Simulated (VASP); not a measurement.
Crystal: B.

```
B
1.0
    -1.43535    2.34966    2.41267
     1.43535   -2.34966    2.41267
     1.43535    2.34966   -2.41267
B
4
Cartesian
  0.0000 2.6836 1.6428
  0.0000 0.3340 3.1825
  1.4353 -0.3340 0.7698
  1.4353 2.0157 -0.7698
```

The cell was built from a structure type or drawn by symmetry, and may not be a known phase.

| Item | Value |
| --- | --- |
| Program | VASP 6.6.1 |
| Task | relaxation of cell and atoms |
| Functional | PBE |
| Potentials or basis | VASP PAW PBE potentials, release 64 (B) |
| Cutoff | 600 eV |
| k mesh | 8 × 8 × 8 |
| Occupations | gaussian, width 0.1 eV |
| Spin | no spin polarisation |

At the start: pressure 19.9 GPa; volume 8.14 Å³/atom.

Q: Where does the relaxation end?

A: Over 19 steps the energy falls by 98.8 meV/atom and the volume is 8.79 Å³/atom (+8.0 %); space group Imma (No. 74, to 0.1 Å) before and after.

Step by step:
| step | energy change (eV) | largest force (eV/Å) | pressure (GPa) | volume (Å³) |
| --- | --- | --- | --- | --- |
| 1 | 0.0000 | 1.6196 | 19.94 | 32.55 |
| 2 | -0.2706 | 0.9531 | -4.68 | 37.54 |
| 3 | -0.3394 | 0.5010 | 1.58 | 35.71 |
| 4 | -0.3528 | 0.2435 | -1.89 | 36.41 |
| 5 | -0.3577 | 0.1337 | -0.80 | 36.16 |
| 6 | -0.3627 | 0.1244 | -0.44 | 36.03 |
| 7 | -0.3766 | 0.1081 | 0.64 | 35.64 |
| 8 | -0.3873 | 0.0321 | 2.76 | 34.85 |
| 9 | -0.3895 | 0.0298 | 2.22 | 34.88 |
| 10 | -0.3912 | 0.0260 | 0.81 | 34.98 |
| 11 | -0.3913 | 0.0255 | 1.06 | 34.96 |
| 12 | -0.3919 | 0.0278 | 0.83 | 35.02 |
| 13 | -0.3930 | 0.0563 | 0.13 | 35.19 |
| 14 | -0.3931 | 0.0715 | -0.19 | 35.27 |
| 15 | -0.3935 | 0.0516 | -0.31 | 35.30 |
| 16 | -0.3939 | 0.0065 | -0.57 | 35.37 |
| 17 | -0.3944 | 0.0112 | -0.30 | 35.31 |
| 18 | -0.3948 | 0.0334 | 0.25 | 35.19 |
| 19 | -0.3953 | 0.0242 | 0.20 | 35.16 |

Final structure:
```cif
data_structure
_symmetry_space_group_name_H-M 'P 1'
_symmetry_Int_Tables_number 1
_cell_length_a 3.7445
_cell_length_b 3.7445
_cell_length_c 3.7445
_cell_angle_alpha 133.041
_cell_angle_beta 101.119
_cell_angle_gamma 97.159
_cell_volume 35.16
loop_
_atom_site_label
_atom_site_type_symbol
_atom_site_fract_x
_atom_site_fract_y
_atom_site_fract_z
_atom_site_occupancy
B1 B 0.88315 0.33503 0.54812 1
B2 B 0.71310 0.66497 0.04812 1
B3 B 0.11685 0.66497 0.45188 1
B4 B 0.28690 0.33503 0.95188 1
```
